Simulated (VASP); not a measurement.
# BaTiO3 (R3m) in VASP: single point with r2SCAN

Aim: the single point of BaTiO3 with r2SCAN.

Everything below comes from runs of VASP 6.6.1. Logs are shortened: lines on timing, memory, paths and dates and some standing lists are left out, and cuts for length are marked.

## 1. The cell of the first run

The structure is trigonal, space group R3m (No. 160). Conventional cell: a = 5.586 Å, b = 5.586 Å, c = 6.869 Å, α = 90.00°, β = 90.00°, γ = 120.00°. Ba (site symmetry 3m) has 12 O at 2.75 to 2.85 Å and 8 Ti at 3.33 to 3.54 Å within 3.6 Å. Within 2.5 Å of Ti (site symmetry 3m) lie 6 O at 1.85 to 2.11 Å. O (site symmetry m) has 2 Ti at 1.85 to 2.11 Å within 2.5 Å. O (site symmetry m) has 2 Ti at 1.85 to 2.11 Å within 2.5 Å.

## 2. Single point, r2SCAN, collinear spin, zero start

POSCAR

```
BaTiO3
1.0
   -3.9658951300     -3.9550390600      0.0000000000
   -3.9442225000      3.9550390600      0.0000000000
   -0.0108363200     -0.0108066800     -3.9550291800
Ba Ti O
2 2 6
Direct
    0.0000000000      0.0000000000      0.0000000000
    0.5000000000      0.5000000000      0.0000000000
    0.5147000000      0.0000000000      0.5147000000
    0.0147000000      0.5000000000      0.5147000000
    0.9912000000      0.5000000000      0.9815000000
    0.4912000000      0.0000000000      0.9815000000
    0.7363500000      0.2451500000      0.4912000000
    0.2363500000      0.7451500000      0.4912000000
    0.7363500000      0.7548500000      0.4912000000
    0.2363500000      0.2548500000      0.4912000000
```

INCAR.step1

```
  ALGO = Normal
  EDIFF = 1E-4
  ENCUT = 520
  GGA = PE
  ISMEAR = -1
  ISPIN = 2
  LASPH = True
  LCHARG = False
  LMAXMIX = 4
  LREAL = False
  LWAVE = True
  MAGMOM = 0 0 0 0 0 0 0 0 0 0
  NBANDS = 55
  NELM = 150
  PREC = Accurate
  SIGMA = 0.1183
```

INCAR.step2

```
  ALGO = Normal
  EDIFF = 1E-7
  ENCUT = 520
  ISIF = 2
  ISMEAR = -1
  ISPIN = 2
  ISTART = 1
  LASPH = True
  LCHARG = True
  LELF = True
  LMAXMIX = 4
  LMIXTAU = True
  LORBIT = 11
  LREAL = False
  LVHAR = True
  LWAVE = False
  MAGMOM = 0 0 0 0 0 0 0 0 0 0
  METAGGA = R2SCAN
  NBANDS = 55
  NELM = 150
  PREC = Accurate
  SIGMA = 0.1183
```

KPOINTS

```
k-points
0
Gamma
  3 3 5
```

Potentials or basis: VASP PAW PBE potentials, release 64 (Ba_sv, Ti_sv, O).

Launch:

```sh
$ cat potpaw_PBE.64/Ba_sv/POTCAR potpaw_PBE.64/Ti_sv/POTCAR potpaw_PBE.64/O/POTCAR > POTCAR
$ cp INCAR.step1 INCAR
$ mpirun -np 1 vasp_std > vasp.out
$ cp INCAR.step2 INCAR
$ mpirun -np 1 vasp_std > vasp.out
```

OUTCAR:

```text
EDIFF = 1E-7
   ENCUT = 520
   ISIF = 2
   ISMEAR = -1
   ISPIN = 2
   ISTART = 1
   LASPH = True
   LORBIT = 11
   LREAL = False
   METAGGA = R2SCAN
   NELM = 150
   PREC = Accurate

 ion  position               nearest neighbor table
   1  0.000  0.000  0.000-   8 2.75   6 2.75  10 2.75   7 2.79   5 2.79   8 2.79   5 2.79  10 2.79
                             9 2.79   7 2.85   6 2.85   9 2.85   3 3.33   4 3.39   3 3.39   4 3.39
   2  0.500  0.500  0.000-   7 2.75   5 2.75   9 2.75   8 2.79   6 2.79   7 2.79   6 2.79   9 2.79
                            10 2.79   8 2.85   5 2.85  10 2.85   4 3.33   3 3.39   4 3.39   3 3.39
   3  0.515  0.000  0.515-   9 1.85   6 1.85   7 1.85  10 2.11   6 2.11   8 2.11   1 3.33   2 3.39
                             1 3.39   2 3.39   2 3.46   1 3.46   2 3.46   1 3.54
   4  0.015  0.500  0.515-  10 1.85   5 1.85   8 1.85   9 2.11   5 2.11   7 2.11   2 3.33   1 3.39
                             2 3.39   1 3.39   1 3.46   2 3.46   1 3.46   2 3.54
   5  0.991  0.500  0.981-   4 1.85   4 2.11   2 2.75   1 2.79   1 2.79   2 2.85
   6  0.491  0.000  0.981-   3 1.85   3 2.11   1 2.75   2 2.79   2 2.79   1 2.85
   7  0.736  0.245  0.491-   3 1.85   4 2.11   2 2.75   1 2.79   2 2.79   1 2.85
   8  0.236  0.745  0.491-   4 1.85   3 2.11   1 2.75   2 2.79   1 2.79   2 2.85
   9  0.736  0.755  0.491-   3 1.85   4 2.11   2 2.75   2 2.79   1 2.79   1 2.85
  10  0.236  0.255  0.491-   4 1.85   3 2.11   1 2.75   1 2.79   2 2.79   2 2.85

  LATTYP: Found a simple monoclinic cell.
 ALAT       =     3.9550587890
 B/A-ratio  =     1.4122739888
 C/A-ratio  =     1.4161487448
 COS(beta)  =    -0.0038694561

  Lattice vectors:

 A1 = (  -0.0108363200,  -0.0108066800,  -3.9550291800)
 A2 = (  -3.9442225000,   3.9550390600,   0.0000000000)
 A3 = (   3.9658951300,   3.9550390600,   0.0000000000)

Analysis of symmetry for initial positions (statically):
=====================================================================
 Subroutine PRICEL returns following result:

  LATTYP: Found a trigonal (rhomboedric) cell.
 ALAT       =     3.9550588150
 COS(alpha) =     0.0027398632
[... 12 lines left out ...]
 Subroutine GETGRP returns: Found  2 space group operations
 (whereof  2 operations were pure point group operations)
 out of a pool of  4 trial point group operations.

The static configuration has the point symmetry C_1h.

Analysis of symmetry for dynamics (positions and initial velocities):
=====================================================================
 Subroutine PRICEL returns following result:

  LATTYP: Found a trigonal (rhomboedric) cell.
 ALAT       =     3.9550588150
 COS(alpha) =     0.0027398632
[... 12 lines left out ...]
 Subroutine GETGRP returns: Found  2 space group operations
 (whereof  2 operations were pure point group operations)
 out of a pool of  4 trial point group operations.

The dynamic configuration has the point symmetry C_1h.

Analysis of structural, dynamic, and magnetic symmetry:
=====================================================================
 Subroutine PRICEL returns following result:

  LATTYP: Found a trigonal (rhomboedric) cell.
 ALAT       =     3.9550588150
 COS(alpha) =     0.0027398632
[... 12 lines left out ...]
 Subroutine GETGRP returns: Found  2 space group operations
 (whereof  2 operations were pure point group operations)
 out of a pool of  4 trial point group operations.

The overall configuration has the point symmetry C_1h.

 Subroutine INISYM returns: Found  2 space group operations
 (whereof  2 operations are pure point group operations),
 and found     2 'primitive' translations

----------------------------------------------------------------------------------------

                                     Primitive cell

  volume of cell :      61.8662

  direct lattice vectors                    reciprocal lattice vectors
    -3.955058815  0.000000000  0.000000000    -0.252840741  0.000692752  0.000690861
    -0.010836320 -0.010806680 -3.955029180     0.000000000  0.000000000 -0.252842635
    -0.010836315 -3.955039060  0.000000000    -0.000000000 -0.252842004  0.000690863

  length of vectors
     3.955058815  3.955058789  3.955053905     0.252842633  0.252842635  0.252842947

  position of ions in fractional coordinates (direct lattice)
     0.000000000  0.000000000  0.000000000
     0.514700000  0.514700000  0.514700000
     0.491200000  0.981500000  0.491200000
     0.981500000  0.491200000  0.491200000
     0.491200000  0.491200000  0.981500000

[... 68 lines left out ...]
   ENCUT  =  520.0 eV  38.22 Ry    6.18 a.u.  10.41 10.39  7.35*2*pi/ulx,y,z
   NELM   =    150;   NELMIN=  2; NELMDL=  0     # of ELM steps
   EDIFF  = 0.1E-06   stopping-criterion for ELM
   LREAL  =      F    real-space projection
   EDIFFG = 0.1E-05   stopping-criterion for IOM
   NSW    =      0    number of steps for IOM
   IBRION =     -1    ionic relax: 0-MD 1-quasi-New 2-CG
   NFREE  =      0    steps in history (QN), initial steepest desc. (CG)
   ISIF   =      2    stress and relaxation
   ISYM   =      2    0-nonsym 1-usesym 2-fastsym
   POTIM  = 0.5000    time-step for ionic-motion
   TEBEG  =    0.0;   TEEND  =   0.0 temperature during run
   PSTRESS=    0.0 pullay stress
   NELECT =      80.0000    total number of electrons
   NUPDOWN=      -1.0000    fix difference up-down
   EMIN   =  10.00;   EMAX   =-10.00  energy-range for DOS
   EFERMI =   0.00;   METHOD = LEGACY
   ISMEAR =    -1;   SIGMA  =   0.12  broadening in eV -4-tet -1-fermi 0-gaus
   EFERMI_NEDOS =   21; number of points for ismear=-14 and -15
   IALGO  =     38    algorithm
   IMIX   =      4    mixing-type and parameters
     AMIX     =   0.40;   BMIX     =  1.00
     AMIX_MAG =   1.60;   BMIX_MAG =  1.00
  volume/ion in A,a.u.               =      12.37        83.50
  Fermi-wavevector in a.u.,A,eV,Ry     =   1.415610  2.675115 27.265426  2.003952
  Thomas-Fermi vector in A             =   2.537031
   LORBIT       =     11    0 simple, 1 ext, 2 COOP (PROOUT), +10 PAW based schemes
   METAGGA = R2SCAN    functional components
   LHFCALC =     F    Hartree Fock is set to
   AEXX    =    0.0000 exact exchange contribution
   IVDW    =     0    specifies the selected vdW correction
   LEPSILON=     F    determine dielectric tensor
   LRPA    =     F    only Hartree local field effects (RPA)
 spin polarized calculation
  energy-cutoff  :      520.00
  volume of cell :      123.73
 maximum number of plane-waves:      3365
 NGX is ok and might be reduce to    42
   NGX = 21   NGY = 21   NGZ = 15

 number of electron      79.9999988 magnetization      -0.0000000

 number of electron      79.9999988 magnetization       0.0000000

 Free energy of the ion-electron system (eV)
  ---------------------------------------------------
  ext. energy  EPLUGINS =         0.00000000
  ---------------------------------------------------
  free energy    TOTEN  =      -148.27253377 eV

  energy without entropy =     -148.27252793  energy(sigma->0) =     -148.27253085

 E-fermi :   5.2207     XC(G=0): -12.1046

 val. band max:        3.7325768246   @ k =   0.0000   0.0000   0.4000
 cond. band min:       6.6319500828   @ k =   0.0000   0.0000   0.0000
 fundamental gap:      2.8993732582
 Fermi energy:         5.2206558220

 spin component 1

 k-point     1 :       0.0000    0.0000    0.0000
  band No.  band energies     occupation
      1     -54.5759      1.00000
      2     -54.5731      1.00000
      3     -29.8774      1.00000
      4     -29.8706      1.00000
      5     -29.8106      1.00000
      6     -29.8105      1.00000
[... 869 lines left out ...]
     51      12.2460      0.00000
     52      12.4699      0.00000
 Fermi energy:         5.2206558220

 spin component 2

 k-point     1 :       0.0000    0.0000    0.0000
  band No.  band energies     occupation
      1     -54.5759      1.00000
      2     -54.5731      1.00000
      3     -29.8774      1.00000
      4     -29.8706      1.00000
      5     -29.8106      1.00000
      6     -29.8106      1.00000
[... 869 lines left out ...]
     51      12.2460      0.00000
     52      12.4699      0.00000
 [bands above 52 left out]

------------------------ aborting loop because EDIFF is reached ----------------------------------------

  FORCE on cell =-STRESS in cart. coord.  units (eV):
  Direction    XX          YY          ZZ          XY          YZ          ZX
  --------------------------------------------------------------------------------------
  -------------------------------------------------------------------------------------
  Total        9.0069795      9.0079524      8.9631754     -0.1816345     -0.1833504     -0.1838255
  in kB      116.6289441    116.6415425    116.0617374     -2.3519358     -2.3741542     -2.3803073
  external PRESSURE =     116.4440746 kB  Pullay stress =       0.0000000 kB

 VOLUME and BASIS-vectors are now :
 -----------------------------------------------------------------------------
  energy-cutoff  :      520.00
  volume of cell :      123.73
      direct lattice vectors                 reciprocal lattice vectors
    -3.965895130 -3.955039060  0.000000000    -0.126420370 -0.126074626  0.000690862
    -3.944222500  3.955039060  0.000000000    -0.126420370  0.126767378 -0.000000001
    -0.010836320 -0.010806680 -3.955029180     0.000000000  0.000000000 -0.252842635

 POSITION                                       TOTAL-FORCE (eV/Angst)
 -----------------------------------------------------------------------------------
      0.00000      0.00000      0.00000        -0.042291     -0.042175     -0.042211
     -3.95506      0.00000      0.00000        -0.042291     -0.042175     -0.042211
     -2.04682     -2.04122     -2.03565         0.377138      0.376106      0.381185
     -2.03599      1.91382     -2.03565         0.377138      0.376106      0.381185
     -5.91374     -1.95332     -3.88186         0.063772      0.063598     -0.464219
     -1.95868     -1.95332     -3.88186         0.063772      0.063598     -0.464219
     -3.89254     -1.94802     -1.94271        -0.462264      0.064912      0.062622
     -3.88170      2.00702     -1.94271        -0.462264      0.064912      0.062622
     -5.90291      0.06786     -1.94271         0.063645     -0.462440      0.062622
     -1.94785      0.06786     -1.94271         0.063645     -0.462440      0.062622
 -----------------------------------------------------------------------------------
    total drift:                                0.002408      0.002211     -0.000922

  FREE ENERGIE OF THE ION-ELECTRON SYSTEM (eV)
  ---------------------------------------------------
  free  energy   TOTEN  =      -148.2725337747 eV

  energy  without entropy=     -148.2725279318  energy(sigma->0) =     -148.27253085

 total charge

# of ion       s       p       d       tot
------------------------------------------
    1        2.021   5.678   0.329   8.028
    2        2.021   5.678   0.329   8.028
    3        2.232   6.306   1.773  10.312
    4        2.232   6.306   1.773  10.312
    5        1.572   3.525   0.000   5.097
    6        1.572   3.525   0.000   5.097
    7        1.572   3.525   0.000   5.097
    8        1.572   3.525   0.000   5.097
    9        1.572   3.525   0.000   5.097
   10        1.572   3.525   0.000   5.097
--------------------------------------------------
tot         17.940  45.117   4.205  67.262

 magnetization (x)

# of ion       s       p       d       tot
------------------------------------------
    1       -0.000  -0.000  -0.000  -0.000
    2       -0.000  -0.000  -0.000  -0.000
    3       -0.000  -0.000  -0.000  -0.000
    4       -0.000  -0.000  -0.000  -0.000
    5        0.000   0.000   0.000   0.000
    6        0.000   0.000   0.000   0.000
    7       -0.000   0.000   0.000  -0.000
    8       -0.000   0.000   0.000  -0.000
    9       -0.000   0.000   0.000  -0.000
   10       -0.000   0.000   0.000  -0.000
--------------------------------------------------
tot         -0.000   0.000  -0.000   0.000
```

It took 13 min on 1 thread of Oxide Virtual Turin-like, shared host; peak memory 0.35 GiB.

What came out:

```
Free energy                                           : -148.2725 eV
Pressure                                              : 11.6 GPa
Largest force                                         : 0.655 eV/Å
Band gap on the k mesh                                : 2.90 eV
Net moment                                            : 0.00 μB per cell
Valence electrons inside the program's atomic spheres : Ba 8.03; Ti 10.31; O 5.10
```

Forces in eV/Å, atoms in the order of the input:
```
Ba  -0.042 -0.042 -0.042
Ba  -0.042 -0.042 -0.042
Ti   0.377  0.376  0.381
Ti   0.377  0.376  0.381
O    0.064  0.064 -0.464
O    0.064  0.064 -0.464
O   -0.462  0.065  0.063
O   -0.462  0.065  0.063
O    0.064 -0.462  0.063
O    0.064 -0.462  0.063
```

Stress tensor (GPa, compression positive):
```
11.66 -0.24 -0.24
-0.24 11.66 -0.24
-0.24 -0.24 11.61
```

Caveat: the cell stands under pressure; the PAW data sets were made with another functional, which shifts forces and pressure a little; spin-orbit coupling is left out, which moves the levels of the heavy elements.
